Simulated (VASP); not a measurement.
# SiGe (P6_3mc) in VASP: a series of runs

Runs on SiGe. Level: PBEsol. Tasks: relaxation of shape and atoms at fixed volume, single point.

All numbers are computed with VASP 6.6.1; they aren't measurements. Logs are shortened: lines on timing, memory, paths and dates and some standing lists are left out, and cuts for length are marked.

## (1) The cell of the first run

It takes space group P6_3mc (No. 186, hexagonal). The conventional cell has a = 3.819 Å, b = 3.819 Å, c = 6.317 Å, α = 90.00°, β = 90.00°, γ = 120.00°. Si (site symmetry 3m) has 4 Ge at 2.34 to 2.36 Å within 3.1 Å. Ge (site symmetry 3m) has 4 Si at 2.34 to 2.36 Å within 3.1 Å.

## (2) Relaxation of shape and atoms at fixed volume, PBEsol (volume scaled by 0.94)

INCAR

```
SYSTEM = SiGe
PREC = Accurate
ENCUT = 600
EDIFF = 1E-6
ISMEAR = 0
SIGMA = 0.02
LREAL = .FALSE.
LASPH = .TRUE.
NELM = 80
ALGO = Normal
ISIF = 4
LWAVE = .FALSE.
LCHARG = .FALSE.
GGA = PS
IBRION = 2
NSW = 50
EDIFFG = -0.01
```

KPOINTS

```
Automatic mesh
0
G
  12 12 6
  0 0 0
```

POSCAR

```
SiGe
1.0
    3.8193786623      0.0000000000      0.0000000000
   -1.9096893311      3.3076789482      0.0000000000
    0.0000000000      0.0000000000      6.3171205842
Si Ge
2 2
Direct
    0.6666666667      0.3333333333      0.8743622757
    0.3333333333      0.6666666667      0.3743622757
    0.6666666667      0.3333333333      0.5006367243
    0.3333333333      0.6666666667      0.0006367243
```

Potentials or basis: VASP PAW PBE potentials, release 64 (Si, Ge_d).

Run with:

```sh
> cat potpaw_PBE.64/Si/POTCAR potpaw_PBE.64/Ge_d/POTCAR > POTCAR
> mpirun -np 1 vasp_std > vasp.out
```

OUTCAR:

```text
SYSTEM = SiGe
   PREC = Accurate
   ENCUT = 600
   EDIFF = 1E-6
   ISMEAR = 0
   LREAL = .FALSE.
   LASPH = .TRUE.
   NELM = 80
   ISIF = 4
   GGA = PS
   IBRION = 2
   NSW = 50
   EDIFFG = -0.01

 ion  position               nearest neighbor table
   1  0.667  0.333  0.874-   4 2.34   4 2.34   4 2.34   3 2.36
   2  0.333  0.667  0.374-   3 2.34   3 2.34   3 2.34   4 2.36
   3  0.667  0.333  0.501-   2 2.34   2 2.34   2 2.34   1 2.36
   4  0.333  0.667  0.001-   1 2.34   1 2.34   1 2.34   2 2.36

  LATTYP: Found a hexagonal cell.
 ALAT       =     3.8193786623
 C/A-ratio  =     1.6539655119

  Lattice vectors:

 A1 = (   3.8193786623,   0.0000000000,   0.0000000000)
 A2 = (  -1.9096893311,   3.3076789482,   0.0000000000)
 A3 = (   0.0000000000,   0.0000000000,   6.3171205842)

Analysis of symmetry for initial positions (statically):
=====================================================================
 Subroutine PRICEL returns:
 Original cell was already a primitive cell.

 Routine SETGRP: Setting up the symmetry group for a
 hexagonal supercell.

 Subroutine GETGRP returns: Found 12 space group operations
 (whereof  6 operations were pure point group operations)
 out of a pool of 24 trial point group operations.

The static configuration has the point symmetry C_3v.
 The point group associated with its full space group is C_6v.

Analysis of symmetry for dynamics (positions and initial velocities):
=====================================================================
 Subroutine PRICEL returns:
 Original cell was already a primitive cell.

 Routine SETGRP: Setting up the symmetry group for a
 hexagonal supercell.

 Subroutine GETGRP returns: Found 12 space group operations
 (whereof  6 operations were pure point group operations)
 out of a pool of 24 trial point group operations.

The dynamic configuration has the point symmetry C_3v.
 The point group associated with its full space group is C_6v.

 Subroutine INISYM returns: Found 12 space group operations
 (whereof  6 operations are pure point group operations),
 and found     1 'primitive' translations

----------------------------------------------------------------------------------------

                                     Primitive cell

  volume of cell :      79.8059

  direct lattice vectors                    reciprocal lattice vectors
     3.819378662  0.000000000  0.000000000     0.261822691  0.151163401  0.000000000
    -1.909689331  3.307678948  0.000000000     0.000000000  0.302326802  0.000000000
     0.000000000  0.000000000  6.317120584     0.000000000  0.000000000  0.158299970

  length of vectors
     3.819378662  3.819378662  6.317120584     0.302326802  0.302326802  0.158299970

  position of ions in fractional coordinates (direct lattice)
     0.666666667  0.333333333  0.874362276
     0.333333333  0.666666667  0.374362276
     0.666666667  0.333333333  0.500636724
     0.333333333  0.666666667  0.000636724

  ion indices of the primitive-cell ions
   primitive index   ion index
                 1           1
                 2           2
                 3           3
                 4           4

----------------------------------------------------------------------------------------

 KPOINTS: Automatic mesh

Automatic generation of k-mesh.
 Grid dimensions read from file:
 generate k-points for:   12   12    6

 Generating k-lattice:

  Cartesian coordinates                     Fractional coordinates (reciprocal lattice)
     0.021818558  0.012596950  0.000000000     0.083333333  0.000000000  0.000000000
     0.000000000  0.025193900  0.000000000     0.000000000  0.083333333  0.000000000
     0.000000000  0.000000000  0.026383328     0.000000000  0.000000000  0.166666667

  Length of vectors
     0.025193900  0.025193900  0.026383328

  Shift w.r.t. Gamma in fractional coordinates (k-lattice)
     0.000000000  0.000000000  0.000000000

 Subroutine IBZKPT returns following result:
 ===========================================

 Found     76 irreducible k-points:

 Following reciprocal coordinates:
            Coordinates               Weight
  0.000000  0.000000  0.000000      1.000000
  0.083333  0.000000  0.000000      6.000000
  0.166667  0.000000  0.000000      6.000000
  0.250000 -0.000000  0.000000      6.000000
  0.333333  0.000000  0.000000      6.000000
  0.416667 -0.000000  0.000000      6.000000
[... 16 lines left out ...]
  0.250000 -0.000000  0.166667     12.000000
  0.333333  0.000000  0.166667     12.000000
 [... further k-points ...]
   k-points           NKPTS =     76   k-points in BZ     NKDIM =     76   number of bands    NBANDS=     22
   number of dos      NEDOS =    301   number of ions     NIONS =      4
   total plane-waves  NPLWV =  51200
   dimension x,y,z NGX =    32 NGY =   32 NGZ =   50
   dimension x,y,z NGXF=    64 NGYF=   64 NGZF=  100
   ions per type =               2   2
   NGX,Y,Z   is equivalent  to a cutoff of  13.93, 13.93, 13.16 a.u.
   NGXF,Y,Z  is equivalent  to a cutoff of  27.86, 27.86, 26.32 a.u.
 SYSTEM =  SiGe
   PREC   = accura    normal or accurate (medium, high low for compatibility)
   ISTART =      0    job   : 0-new  1-cont  2-samecut
   ICHARG =      2    charge: 1-file 2-atom 10-const
   ISPIN  =      1    spin polarized calculation?
   LNONCOLLINEAR =      F non collinear calculations
   LSORBIT =      F    spin-orbit coupling
   LASPH  =      T    aspherical Exc in radial PAW
   ENCUT  =  600.0 eV  44.10 Ry    6.64 a.u.   7.63  7.63 12.62*2*pi/ulx,y,z
   NELM   =     80;   NELMIN=  2; NELMDL= -5     # of ELM steps
   EDIFF  = 0.1E-05   stopping-criterion for ELM
   LREAL  =      F    real-space projection
   EDIFFG = -.1E-01   stopping-criterion for IOM
   NSW    =     50    number of steps for IOM
   IBRION =      2    ionic relax: 0-MD 1-quasi-New 2-CG
   NFREE  =      1    steps in history (QN), initial steepest desc. (CG)
   ISIF   =      4    stress and relaxation
   ISYM   =      2    0-nonsym 1-usesym 2-fastsym
   POTIM  = 0.5000    time-step for ionic-motion
   TEBEG  =    0.0;   TEEND  =   0.0 temperature during run
   PSTRESS=    0.0 pullay stress
   NELECT =      36.0000    total number of electrons
   NUPDOWN=      -1.0000    fix difference up-down
   EMIN   =  10.00;   EMAX   =-10.00  energy-range for DOS
   EFERMI =   0.00;   METHOD = LEGACY
   ISMEAR =     0;   SIGMA  =   0.02  broadening in eV -4-tet -1-fermi 0-gaus
   EFERMI_NEDOS =   21; number of points for ismear=-14 and -15
   IALGO  =     38    algorithm
   IMIX   =      4    mixing-type and parameters
     AMIX     =   0.40;   BMIX     =  1.00
     AMIX_MAG =   1.60;   BMIX_MAG =  1.00
  volume/ion in A,a.u.               =      19.95       134.64
  Fermi-wavevector in a.u.,A,eV,Ry     =   1.255540  2.372627 21.447965  1.576381
  Thomas-Fermi vector in A             =   2.389292
   LORBIT       =      0    0 simple, 1 ext, 2 COOP (PROOUT), +10 PAW based schemes
   GGA     = PS    functional components
   LHFCALC =     F    Hartree Fock is set to
   AEXX    =    0.0000 exact exchange contribution
   IVDW    =     0    specifies the selected vdW correction
   LEPSILON=     F    determine dielectric tensor
   LRPA    =     F    only Hartree local field effects (RPA)
 conjugate gradient relaxation of ions
 non-spin polarized calculation
 Gauss-broadening in eV      SIGMA  =   0.02
  energy-cutoff  :      600.00
  volume of cell :       79.81
 maximum number of plane-waves:      2702
 NGX is ok and might be reduce to    32
   NGX = 15   NGY = 15   NGZ = 25

--------------------------------------- Ionic step        1  -------------------------------------------

 number of electron      35.9999986 magnetization

 Free energy of the ion-electron system (eV)
  ---------------------------------------------------
  ext. energy  EPLUGINS =         0.00000000
  ---------------------------------------------------
  free energy    TOTEN  =       -21.17490093 eV

  energy without entropy =      -21.17490093  energy(sigma->0) =      -21.17490093

------------------------ aborting loop because EDIFF is reached ----------------------------------------

  FORCE on cell =-STRESS in cart. coord.  units (eV):
  Direction    XX          YY          ZZ          XY          YZ          ZX
  --------------------------------------------------------------------------------------
  -------------------------------------------------------------------------------------
  Total        2.8750874      2.8750874      2.8455056      0.0000000      0.0000000      0.0000000
  in kB       57.7200105     57.7200105     57.1261290      0.0000000      0.0000000      0.0000000
  external PRESSURE =      57.5220500 kB  Pullay stress =       0.0000000 kB
[... 61 lines left out ...]
  energy  without entropy=      -21.1749010657  energy(sigma->0) =      -21.17490107

--------------------------------------- Ionic step        3  -------------------------------------------

 number of electron      35.9999986 magnetization

 Free energy of the ion-electron system (eV)
  ---------------------------------------------------
  ext. energy  EPLUGINS =         0.00000000
  ---------------------------------------------------
  free energy    TOTEN  =       -21.17490961 eV

  energy without entropy =      -21.17490961  energy(sigma->0) =      -21.17490961

 E-fermi :   6.3212     XC(G=0): -10.1512

 val. band max:        6.2255126253   @ k =   0.0000   0.0000   0.0000
 cond. band min:       6.4644410385   @ k =   0.5000  -0.0000   0.0000
 fundamental gap:      0.2389284132
 Fermi energy:         6.3212363840

 k-point     1 :       0.0000    0.0000    0.0000
  band No.  band energies     occupation
      1     -18.3819      2.00000
      2     -18.3817      2.00000
      3     -18.3778      2.00000
      4     -18.3778      2.00000
      5     -18.3743      2.00000
      6     -18.3743      2.00000
[... 574 lines left out ...]
      6     -18.3682      2.00000
[... 14 lines left out ...]
     21       8.8442      0.00000
     22       9.9067      0.00000

 [... further k-points ...]
[... 5 lines left out ...]
  --------------------------------------------------------------------------------------
  -------------------------------------------------------------------------------------
  Total        2.8519450      2.8519450      2.8650018      0.0000000     -0.0000000      0.0000000
  in kB       57.2554047     57.2554047     57.5175334      0.0000000     -0.0000000      0.0000000
  external PRESSURE =      57.3427809 kB  Pullay stress =       0.0000000 kB
[... 19 lines left out ...]
  FREE ENERGIE OF THE ION-ELECTRON SYSTEM (eV)
  ---------------------------------------------------
  free  energy   TOTEN  =       -21.1749096111 eV

  energy  without entropy=      -21.1749096111  energy(sigma->0) =      -21.17490961

 reached required accuracy - stopping structural energy minimisation
```

Wall time 80 s (1 thread of Intel Xeon 6975P-C (Granite Rapids), shared host); peak memory 0.31 GiB.

Results:

```
Free energy               : -21.1749 eV
Energy gained by relaxing : 0.0 meV/atom
Ionic steps               : 3
Pressure after relaxing   : 5.7 GPa
Band gap on the k mesh    : 0.24 eV, indirect (least direct gap 0.59 eV)
```

Forces in eV/Å, atoms in the order of the input:
```
Si   0.000  0.000 -0.002
Si   0.000  0.000 -0.002
Ge   0.000  0.000  0.002
Ge   0.000  0.000  0.002
```

Final structure:
```
Si Ge
1.0
     3.81960    0.00000    0.00000
    -1.90980    3.30787    0.00000
     0.00000    0.00000    6.31638
Si Ge
2 2
Direct
  0.66667 0.33333 0.87432
  0.33333 0.66667 0.37432
  0.66667 0.33333 0.50068
  0.33333 0.66667 0.00068
```

Caveat: the PAW data sets were made with another functional, which shifts forces and pressure a little.

## (3) Relaxation of shape and atoms at fixed volume, PBEsol (volume scaled by 0.97)

INCAR

```
PREC = Accurate
ENCUT = 600
EDIFF = 1E-6
ISMEAR = 0
SIGMA = 0.02
LREAL = False
LASPH = True
NELM = 60
ALGO = Normal
ISIF = 4
LWAVE = False
LCHARG = False
GGA = PS
IBRION = 2
NSW = 50
EDIFFG = -0.01
```

KPOINTS

```
Automatic mesh
0
Gamma
  12 12 6
```

POSCAR

```
SiGe
1.0
    3.8611942369      0.0000000000      0.0000000000
   -1.9305971184      3.3438922981      0.0000000000
    0.0000000000      0.0000000000      6.3783035518
Si Ge
2 2
Direct
    0.6666666667      0.3333333333      0.8745463424
    0.3333333333      0.6666666667      0.3745463424
    0.6666666667      0.3333333333      0.5004526576
    0.3333333333      0.6666666667      0.0004526576
```

Potentials or basis: VASP PAW PBE potentials, release 64 (Si, Ge_d).

Run with:

```sh
> cat potpaw_PBE.64/Si/POTCAR potpaw_PBE.64/Ge_d/POTCAR > POTCAR
> mpirun -np 1 vasp_std > vasp.out
```

It took 68 s on 1 thread of Intel Xeon 6975P-C (Granite Rapids), shared host; peak memory 0.32 GiB.

Results (log left out):

```yaml
Free_energy: -21.2410 eV
Energy_gained_by_relaxing: 0.0 meV/atom
Ionic_steps: 2
Pressure_after_relaxing: 2.6 GPa
Band_gap_on_the_k_mesh: 0.29 eV, indirect (least direct gap 0.49 eV)
```

Final structure:
```
Si Ge
1.0
     3.86092    0.00000    0.00000
    -1.93046    3.34366    0.00000
     0.00000    0.00000    6.37920
Si Ge
2 2
Direct
  0.66667 0.33333 0.87445
  0.33333 0.66667 0.37445
  0.66667 0.33333 0.50055
  0.33333 0.66667 0.00055
```

Levels at points of the mesh, in eV from the valence-band top:
| k point | band 14 | band 15 | band 16 | band 17 | band 18 | band 19 | band 20 | band 21 | band 22 |
| --- | --- | --- | --- | --- | --- | --- | --- | --- | --- |
| (0.00, 0.00, 0.00) | -1.64 | -1.64 | -0.34 | 0.00 | 0.00 | 0.49 | 1.74 | 2.01 | 2.01 |
| (0.50, 0.00, 0.00) | -6.50 | -4.94 | -3.29 | -3.17 | -1.58 | 0.29 | 2.03 | 3.17 | 3.29 |
| (0.00, 0.00, 0.50) | -4.66 | -1.00 | -1.00 | -1.00 | -1.00 | 1.31 | 1.31 | 3.08 | 3.08 |
| (0.50, 0.00, 0.50) | -7.75 | -2.69 | -2.69 | -2.61 | -2.61 | 0.62 | 0.62 | 1.73 | 1.73 |

Caveat: the PAW data sets were made with another functional, which shifts forces and pressure a little.

(Part 1 of 2 ends here.)
